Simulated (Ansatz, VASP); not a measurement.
**BaTlBr3: VASP beside Ansatz**

Contents of INCAR:

```
PREC = Accurate
ENCUT = 520
EDIFF = 1E-6
ISMEAR = 0
SIGMA = 0.01
LREAL = F
LASPH = T
NELM = 80
ALGO = Normal
ISIF = 2
LWAVE = F
LCHARG = F
GGA = PE
NBANDS = 30
```

KPOINTS

```
Automatic mesh
0
Gamma
  4 4 4
```

POSCAR

```
BaTlBr3
1.0
    6.1472256580      0.0000000000      0.0000000000
    0.0000000000      6.1472256580      0.0000000000
    0.0000000000      0.0000000000      6.1472256580
Tl Ba Br
1 1 3
Direct
    0.0000000000      0.0000000000      0.0000000000
    0.5000000000      0.5000000000      0.5000000000
    0.5000000000      0.5000000000      0.0000000000
    0.5000000000      0.0000000000      0.5000000000
    0.0000000000      0.5000000000      0.5000000000
```

Input for Ansatz:

```yaml
crystal:
  lattice:
    - [6.147225658, 0.0, 0.0]
    - [0.0, 6.147225658, 0.0]
    - [0.0, 0.0, 6.147225658]
  atoms:
    - { symbol: Tl, position: [0.0, 0.0, 0.0] }
    - { symbol: Ba, position: [0.5, 0.5, 0.5] }
    - { symbol: Br, position: [0.5, 0.5, 0.0] }
    - { symbol: Br, position: [0.5, 0.0, 0.5] }
    - { symbol: Br, position: [0.0, 0.5, 0.5] }
kpoints:
  mp_grid: { grid: [4, 4, 4] }
hamiltonian:
  xc: pbe
scf:
  occupations: { method: fixed }
  n_extra_bands: 5
output:
  forces: true
  stress: true
  eigenvalues: true
```

Alike in both runs: task single point; functional PBE; k mesh 4 × 4 × 4; no spin polarisation.

|  | VASP | Ansatz |
| --- | --- | --- |
| version | VASP 6.6.1 | Ansatz 0.2.0 |
| potentials or method | VASP PAW PBE potentials, release 64 (Tl_d, Ba_sv, Br) | plane waves, PAW |
| plane-wave cutoff (eV) | 520 | 420 |
| occupations | gaussian, width 0.01 eV | fixed |
| valence electrons in the cell | 44 | 44 |

Ansatz gave:

| Quantity | Value |
| --- | --- |
| gap on the k mesh at the Fermi level (eV) | 3.03 |
| pressure (GPa) | 1.0 |

Question: What did VASP give for the same quantities?

Answer: gap on the k mesh at the Fermi level (eV): 3.02; pressure (GPa): 1.3.

Neither program's run includes spin-orbit coupling.
